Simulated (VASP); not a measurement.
# SrTiO3 (P4/mmm) in VASP: a series of runs, part 3 of 3

VASP 6.6.1. The steps go on from the part before.

## (7) Single point, PBE+U (biaxial strain in the a-b plane: -3.0 %)

Contents of INCAR:

```
SYSTEM = SrTiO3
  PREC = Accurate
  ENCUT = 520
  EDIFF = 1E-7
  ISMEAR = 0
  SIGMA = 0.02
  LREAL = .False.
  LASPH = .True.
  NELM = 150
  ALGO = Normal
  ISIF = 2
  LWAVE = .False.
  LCHARG = .False.
  LMAXMIX = 4
  LDAU = .True.
  LDAUTYPE = 2
  LDAUL = -1 2 -1
  LDAUU = 0 4 0
  LDAUJ = 0 0 0
  LDAUPRINT = 1
  GGA = PE
  NBANDS = 28
```

Contents of KPOINTS:

```
Automatic mesh
0
Gamma
  8 8 8
  0 0 0
```

Contents of POSCAR:

```
SrTiO3
1.0
    3.8287159294      0.0000000000      0.0000000000
    0.0000000000      3.8287159294      0.0000000000
    0.0000000000      0.0000000000      4.0181781609
Sr Ti O
1 1 3
Direct
    0.0000000000      0.0000000000      0.0000000000
    0.5000000000      0.5000000000      0.5000000000
    0.5000000000      0.0000000000      0.5000000000
    0.5000000000      0.5000000000      0.0000000000
    0.0000000000      0.5000000000      0.5000000000
```

Potentials or basis: VASP PAW PBE potentials, release 64 (Sr_sv, Ti_sv, O).

Command:

```sh
> cat potpaw_PBE.64/Sr_sv/POTCAR potpaw_PBE.64/Ti_sv/POTCAR potpaw_PBE.64/O/POTCAR > POTCAR
> mpirun -np 1 vasp_std > vasp.out
```

OUTCAR:

```text
SYSTEM = SrTiO3
   PREC = Accurate
   ENCUT = 520
   EDIFF = 1E-7
   ISMEAR = 0
   LREAL = .False.
   LASPH = .True.
   NELM = 150
   ISIF = 2
   GGA = PE

 ion  position               nearest neighbor table
   1  0.000  0.000  0.000-   4 2.71   4 2.71   4 2.71   4 2.71   5 2.78   3 2.78   5 2.78   5 2.78
                             3 2.78   5 2.78   3 2.78   3 2.78   2 3.37   2 3.37   2 3.37   2 3.37
   2  0.500  0.500  0.500-   3 1.91   5 1.91   3 1.91   5 1.91   4 2.01   4 2.01   1 3.37   1 3.37
                             1 3.37   1 3.37   1 3.37   1 3.37   1 3.37   1 3.37
   3  0.500  0.000  0.500-   2 1.91   2 1.91   1 2.78   1 2.78   1 2.78   1 2.78
   4  0.500  0.500  0.000-   2 2.01   2 2.01   1 2.71   1 2.71   1 2.71   1 2.71
   5  0.000  0.500  0.500-   2 1.91   2 1.91   1 2.78   1 2.78   1 2.78   1 2.78

  LATTYP: Found a simple tetragonal cell.
 ALAT       =     3.8287159294
 C/A-ratio  =     1.0494845361

  Lattice vectors:

 A1 = (   3.8287159294,   0.0000000000,   0.0000000000)
 A2 = (   0.0000000000,   3.8287159294,   0.0000000000)
 A3 = (   0.0000000000,   0.0000000000,   4.0181781609)

Analysis of symmetry for initial positions (statically):
[... 219 lines left out ...]
 cond. band min:       6.7774980743   @ k =   0.0000   0.0000   0.0000
 fundamental gap:      2.3089562356
 Fermi energy:         4.5626180959

 k-point     1 :       0.0000    0.0000    0.0000
  band No.  band energies     occupation
      1     -53.0357      2.00000
      2     -29.2515      2.00000
      3     -29.2515      2.00000
      4     -29.2300      2.00000
      5     -28.3627      2.00000
      6     -13.1795      2.00000
[... 733 lines left out ...]
     27      12.2802      0.00000
     28      12.8972      0.00000

 [... further k-points ...]

------------------------ aborting loop because EDIFF is reached ----------------------------------------

  FORCE on cell =-STRESS in cart. coord.  units (eV):
  Direction    XX          YY          ZZ          XY          YZ          ZX
  --------------------------------------------------------------------------------------
  -------------------------------------------------------------------------------------
  Total        5.9158733      5.9158733      1.1565804      0.0000000      0.0000000      0.0000000
  in kB      160.9140500    160.9140500     31.4594348      0.0000000      0.0000000      0.0000000
  external PRESSURE =     117.7625116 kB  Pullay stress =       0.0000000 kB

 VOLUME and BASIS-vectors are now :
 -----------------------------------------------------------------------------
  energy-cutoff  :      520.00
  volume of cell :       58.90
      direct lattice vectors                 reciprocal lattice vectors
     3.828715929  0.000000000  0.000000000     0.261184172  0.000000000  0.000000000
     0.000000000  3.828715929  0.000000000     0.000000000  0.261184172  0.000000000
     0.000000000  0.000000000  4.018178161     0.000000000  0.000000000  0.248869005

 POSITION                                       TOTAL-FORCE (eV/Angst)
 -----------------------------------------------------------------------------------
      0.00000      0.00000      0.00000         0.000000      0.000000      0.000000
      1.91436      1.91436      2.00909         0.000000      0.000000      0.000000
      1.91436      0.00000      2.00909         0.000000      0.000000      0.000000
      1.91436      1.91436      0.00000         0.000000      0.000000      0.000000
      0.00000      1.91436      2.00909         0.000000      0.000000      0.000000
 -----------------------------------------------------------------------------------
    total drift:                                0.000000      0.000000      0.000000

  FREE ENERGIE OF THE ION-ELECTRON SYSTEM (eV)
  ---------------------------------------------------
  free  energy   TOTEN  =       -37.2144550599 eV

  energy  without entropy=      -37.2144550599  energy(sigma->0) =      -37.21445506
```

OSZICAR:

```text
N       E                     dE             d eps       ncg     rms          rms(c)
DAV:   1     0.441197755380E+03    0.44120E+03   -0.21440E+04  4200   0.159E+03
DAV:   2    -0.381388067626E+01   -0.44501E+03   -0.42665E+03  4844   0.443E+02
DAV:   3    -0.462049578383E+02   -0.42391E+02   -0.42086E+02  5776   0.134E+02
DAV:   4    -0.483226433888E+02   -0.21177E+01   -0.21133E+01  6420   0.253E+01
DAV:   5    -0.483742777091E+02   -0.51634E-01   -0.51624E-01  5836   0.336E+00    0.276E+01
DAV:   6    -0.369243889715E+02    0.11450E+02   -0.53244E+01  6112   0.664E+01    0.151E+01
DAV:   7    -0.372089163207E+02   -0.28453E+00   -0.59090E+00  5348   0.143E+01    0.106E+01
DAV:   8    -0.372861602228E+02   -0.77244E-01   -0.15252E+00  5216   0.108E+01    0.346E+00
DAV:   9    -0.372190424429E+02    0.67118E-01   -0.23657E-01  5104   0.478E+00    0.976E-01
DAV:  10    -0.372169987619E+02    0.20437E-02   -0.10279E-01  5192   0.210E+00    0.454E-01
DAV:  11    -0.372145996892E+02    0.23991E-02   -0.16718E-02  6056   0.104E+00    0.177E-01
DAV:  12    -0.372144224738E+02    0.17722E-03   -0.11752E-03  4956   0.369E-01    0.890E-02
DAV:  13    -0.372144641683E+02   -0.41695E-04   -0.16105E-04  5304   0.924E-02    0.408E-02
DAV:  14    -0.372144539926E+02    0.10176E-04   -0.70946E-05  5560   0.822E-02    0.124E-02
DAV:  15    -0.372144554459E+02   -0.14533E-05   -0.64213E-06  5496   0.178E-02    0.780E-03
DAV:  16    -0.372144550207E+02    0.42524E-06   -0.26270E-06  5708   0.163E-02    0.216E-03
DAV:  17    -0.372144550599E+02   -0.39206E-07   -0.31683E-07  4128   0.497E-03
   1 F= -.37214455E+02 E0= -.37214455E+02  d E =-.548527E-14
```

Run time: 2.4 min. Hardware: 1 thread of Intel Xeon 8259CL, shared host; peak memory 0.25 GiB.

What came out:

| Quantity | Value |
| --- | --- |
| Free energy | -37.2145 eV |
| Pressure | 11.8 GPa |
| Band gap on the k mesh | 2.31 eV (least direct gap 2.78 eV) |

Stress tensor (GPa, compression positive):
```
16.09  0.00  0.00
 0.00 16.09  0.00
 0.00  0.00  3.15
```

Eigenvalues of the final occupation matrices:
| site | spin | trace | eigenvalues |
| --- | --- | --- | --- |
| site 2 d | 1 | 0.83 | 0.10 0.10 0.11 0.24 0.28 |
| site 2 d | 2 | 0.83 | 0.10 0.10 0.11 0.24 0.28 |

Caveat: the cell differs from its parent crystal (biaxial strain in the a-b plane: -3.0 %); the cell stands under pressure. A k mesh can miss the band edges.

## (8) The runs side by side

| cell | gap on the mesh (eV) | pressure (GPa) |
| --- | --- | --- |
| a = 3.947, b = 3.947, c = 4.125 Å, 5 atoms | 2.13 | -4.0 |
| a = 3.888, b = 3.888, c = 3.987 Å, 5 atoms | 2.31 | 6.6 |
| a = 4.006, b = 4.006, c = 3.911 Å, 5 atoms | 2.23 | -0.7 |
| a = 4.006, b = 4.006, c = 3.912 Å, 5 atoms | 2.23 | -0.7 |
| a = 3.829, b = 3.829, c = 4.018 Å, 5 atoms | 2.31 | 11.8 |

Alike in all rows: task single point; level PBE+U; potentials or basis VASP PAW PBE potentials, release 64 (Sr_sv, Ti_sv, O); no spin polarisation; Ti d U = 4.0 eV; k mesh 8 × 8 × 8; cutoff (eV) 520; smearing gaussian 0.02 eV.

Caveats: the cell stands under pressure (at least some runs); the cell stands under tension (at least some runs).

Total energies depend on the potentials used, so only differences within one code and one set of settings carry meaning.
